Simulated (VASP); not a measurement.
# Ca (Immm) in VASP: notebook

Runs on Ca. Level: LDA. Tasks: single point.

All numbers are computed with VASP 6.6.1; they aren't measurements. Logs are shortened: lines on timing, memory, paths and dates and some standing lists are left out, and cuts for length are marked.

## Step 1: The cell of the first run

Symmetry: Immm, No. 71, orthorhombic system. Conventional cell: a = 4.203 Å, b = 4.256 Å, c = 4.891 Å, α = 90.00°, β = 90.00°, γ = 90.00°. Ca (site symmetry mmm) has 14 Ca at 3.86 to 4.89 Å within 5.1 Å.

## Step 2: Single point, LDA (strain +0.0150 x Voigt [1, 0, 0, 0, 0, 0])

INCAR reads:

```
  PREC = Accurate
  ENCUT = 520
  EDIFF = 1E-6
  ISMEAR = 0
  SIGMA = 0.15
  LREAL = False
  LASPH = True
  NELM = 100
  ALGO = Normal
  ISIF = 2
  LWAVE = False
  LCHARG = False
  GGA = CA
  NBANDS = 11
```

KPOINTS reads:

```
Automatic mesh
0
Gamma
  16 16 16
```

POSCAR reads:

```
Ca
1.0
   -2.1279347719      2.1017318100      2.4453524600
    2.1279347719     -2.1017318100      2.4453524600
    2.1279347719      2.1017318100     -2.4453524600
Ca
1
Direct
    0.5000000000      0.5000000000      0.0000000000
```

Potentials or basis: VASP PAW LDA potentials, release 64 (Ca_sv).

Started as:

```bash
$ cat potpaw_LDA.64/Ca_sv/POTCAR > POTCAR
$ mpirun -np 1 vasp_std > vasp.out
```

OUTCAR:

```text
PREC = Accurate
   ENCUT = 520
   EDIFF = 1E-6
   ISMEAR = 0
   LREAL = False
   LASPH = True
   NELM = 100
   ISIF = 2
   GGA = CA

 ion  position               nearest neighbor table
   1  0.500  0.500  0.000-

  LATTYP: Found a body centered orthorhombic cell.
 ALAT       =     4.2034636200
 B/A-ratio  =     1.0124673195
 C/A-ratio  =     1.1634940521

  Lattice vectors:

 A1 = (   2.1279347719,  -2.1017318100,  -2.4453524600)
 A2 = (  -2.1279347719,   2.1017318100,  -2.4453524600)
 A3 = (   2.1279347719,   2.1017318100,   2.4453524600)

Analysis of symmetry for initial positions (statically):
=====================================================================
 Subroutine PRICEL returns:
 Original cell was already a primitive cell.

 Routine SETGRP: Setting up the symmetry group for a
 body centered orthorhombic supercell.

 Subroutine GETGRP returns: Found  8 space group operations
 (whereof  8 operations were pure point group operations)
 out of a pool of  8 trial point group operations.

The static configuration has the point symmetry D_2h.

Analysis of symmetry for dynamics (positions and initial velocities):
=====================================================================
 Subroutine PRICEL returns:
 Original cell was already a primitive cell.

 Routine SETGRP: Setting up the symmetry group for a
 body centered orthorhombic supercell.

 Subroutine GETGRP returns: Found  8 space group operations
 (whereof  8 operations were pure point group operations)
 out of a pool of  8 trial point group operations.

The dynamic configuration has the point symmetry D_2h.

 Subroutine INISYM returns: Found  8 space group operations
 (whereof  8 operations are pure point group operations),
 and found     1 'primitive' translations

----------------------------------------------------------------------------------------

                                     Primitive cell

  volume of cell :      43.7459

  direct lattice vectors                    reciprocal lattice vectors
    -2.127934772  2.101731810  2.445352460     0.000000000  0.237899050  0.204469502
     2.127934772 -2.101731810  2.445352460     0.234969608  0.000000000  0.204469502
     2.127934772  2.101731810 -2.445352460     0.234969608  0.237899050  0.000000000

  length of vectors
     3.863305793  3.863305793  3.863305793     0.313693696  0.311477919  0.334375051

  position of ions in fractional coordinates (direct lattice)
     0.500000000  0.500000000  0.000000000

[... 82 lines left out ...]
   ISYM   =      2    0-nonsym 1-usesym 2-fastsym
   POTIM  = 0.5000    time-step for ionic-motion
   TEBEG  =    0.0;   TEEND  =   0.0 temperature during run
   PSTRESS=    0.0 pullay stress
   NELECT =      10.0000    total number of electrons
   NUPDOWN=      -1.0000    fix difference up-down
   EMIN   =  10.00;   EMAX   =-10.00  energy-range for DOS
   EFERMI =   0.00;   METHOD = LEGACY
   ISMEAR =     0;   SIGMA  =   0.15  broadening in eV -4-tet -1-fermi 0-gaus
   EFERMI_NEDOS =   21; number of points for ismear=-14 and -15
   IALGO  =     38    algorithm
   IMIX   =      4    mixing-type and parameters
     AMIX     =   0.40;   BMIX     =  1.00
     AMIX_MAG =   1.60;   BMIX_MAG =  1.00
  volume/ion in A,a.u.               =      43.75       295.21
  Fermi-wavevector in a.u.,A,eV,Ry     =   1.000989  1.891594 13.632741  1.001978
  Thomas-Fermi vector in A             =   2.133381
   LORBIT       =      0    0 simple, 1 ext, 2 COOP (PROOUT), +10 PAW based schemes
   GGA     = CA    functional components
   LHFCALC =     F    Hartree Fock is set to
   AEXX    =    0.0000 exact exchange contribution
   IVDW    =     0    specifies the selected vdW correction
   LEPSILON=     F    determine dielectric tensor
   LRPA    =     F    only Hartree local field effects (RPA)
 non-spin polarized calculation
 Gauss-broadening in eV      SIGMA  =   0.15
  energy-cutoff  :      520.00
  volume of cell :       43.75
 maximum number of plane-waves:      1194
 NGX is ok and might be reduce to    30
   NGX = 15   NGY = 15   NGZ = 15

 number of electron      10.0000000 magnetization

 Free energy of the ion-electron system (eV)
  ---------------------------------------------------
  ext. energy  EPLUGINS =         0.00000000
  ---------------------------------------------------
  free energy    TOTEN  =        -2.16073756 eV

  energy without entropy =       -2.14470324  energy(sigma->0) =       -2.15272040

 E-fermi :   1.6751     XC(G=0):  -7.8484

 val. band max:        1.6705327027   @ k =  -0.3125  -0.4375   0.1250
 cond. band min:       1.6785628580   @ k =  -0.4375   0.4375   0.3750
 fundamental gap:      0.0080301553
 Fermi energy:         1.6751304893

 k-point     1 :       0.0000    0.0000    0.0000
  band No.  band energies     occupation
      1     -40.0065      2.00000
      2     -21.2225      2.00000
      3     -21.2213      2.00000
      4     -21.2116      2.00000
      5      -2.3078      2.00000
      6       3.6446      0.00000
      7       3.7092      0.00000
      8       4.2291      0.00000
      9       4.4059      0.00000
     10       5.0689      0.00000
     11      11.0620      0.00000
[... 309 lines left out ...]
 k-point    24 :      -0.1250    0.0625   -0.0000
  band No.  band energies     occupation
      1     -40.0050      2.00000
      2     -21.2356      2.00000
      3     -21.2241      2.00000
      4     -21.2161      2.00000
      5      -2.0889      2.00000
      6       3.5472      0.00000
      7       3.7560      0.00000
      8       4.1641      0.00000
      9       4.4294      0.00000
     10       4.9796      0.00000
     11      11.2158      0.00000

 [... further k-points ...]

------------------------ aborting loop because EDIFF is reached ----------------------------------------

  FORCE on cell =-STRESS in cart. coord.  units (eV):
  Direction    XX          YY          ZZ          XY          YZ          ZX
  --------------------------------------------------------------------------------------
  -------------------------------------------------------------------------------------
  Total       -0.6396293     -0.6120530     -0.5434363      0.0000000      0.0000000      0.0000000
  in kB      -23.4262005    -22.4162292    -19.9031662      0.0000000      0.0000000      0.0000000
  external PRESSURE =     -21.9151986 kB  Pullay stress =       0.0000000 kB

 VOLUME and BASIS-vectors are now :
 -----------------------------------------------------------------------------
  energy-cutoff  :      520.00
  volume of cell :       43.75
      direct lattice vectors                 reciprocal lattice vectors
    -2.127934772  2.101731810  2.445352460     0.000000000  0.237899050  0.204469502
     2.127934772 -2.101731810  2.445352460     0.234969608  0.000000000  0.204469502
     2.127934772  2.101731810 -2.445352460     0.234969608  0.237899050  0.000000000

 POSITION                                       TOTAL-FORCE (eV/Angst)
 -----------------------------------------------------------------------------------
      0.00000      0.00000      2.44535         0.000000     -0.000000     -0.000000
 -----------------------------------------------------------------------------------
    total drift:                                0.000000     -0.000000      0.000000

  FREE ENERGIE OF THE ION-ELECTRON SYSTEM (eV)
  ---------------------------------------------------
  free  energy   TOTEN  =        -2.1607375596 eV

  energy  without entropy=       -2.1447032420  energy(sigma->0) =       -2.15272040
```

OSZICAR:

```text
N       E                     dE             d eps       ncg     rms          rms(c)
DAV:   1     0.708728972491E+02    0.70873E+02   -0.52704E+03 13662   0.801E+02
DAV:   2     0.121583451634E+01   -0.69657E+02   -0.69006E+02 14811   0.219E+02
DAV:   3    -0.203209657393E+01   -0.32479E+01   -0.32126E+01 24472   0.397E+01
DAV:   4    -0.217137902829E+01   -0.13928E+00   -0.13889E+00 17249   0.492E+00
DAV:   5    -0.217280517142E+01   -0.14261E-02   -0.14259E-02 19250   0.576E-01    0.231E+00
DAV:   6    -0.216343274572E+01    0.93724E-02   -0.12818E-02 17110   0.122E+00    0.141E+00
DAV:   7    -0.216120717709E+01    0.22256E-02   -0.18536E-02 15937   0.158E+00    0.101E-01
DAV:   8    -0.216073268739E+01    0.47449E-03   -0.19942E-03 16075   0.424E-01    0.188E-02
DAV:   9    -0.216073665241E+01   -0.39650E-05   -0.82037E-05 17755   0.759E-02    0.622E-03
DAV:  10    -0.216073755961E+01   -0.90720E-06   -0.60041E-06 20502   0.190E-02
   1 F= -.21607376E+01 E0= -.21527204E+01  d E =-.160343E-01
```

stdout:

```text
POSCAR found type information on POSCAR Ca
 POSCAR found :  1 types and       1 ions
 scaLAPACK will be used
 LDA part: xc-table for (Slater(with rela. corr.)+CA(PZ))
 , standard interpolation
 POSCAR, INCAR and KPOINTS ok, starting setup
 FFT: planning ... GRIDC
 FFT: planning ... GRID_SOFT
 FFT: planning ... GRID
 WAVECAR not read
 entering main loop
```

It took 99 s on 1 thread of Intel Xeon 6975P-C (Granite Rapids), shared host; peak memory 0.38 GiB.

Results:

```yaml
Free_energy: -2.1607 eV
Pressure: -2.2 GPa
Band_gap_on_the_k_mesh: zero (band 5 reaches 1.93 eV, above the bottom of band 6 at 1.56 eV)
```

Stress tensor (GPa, compression positive):
```
-2.34  0.00  0.00
 0.00 -2.24  0.00
 0.00  0.00 -1.99
```

Caveat: the cell differs from its parent crystal (strain +0.0150 x Voigt [1, 0, 0, 0, 0, 0]).

[end of part 1 of 2]
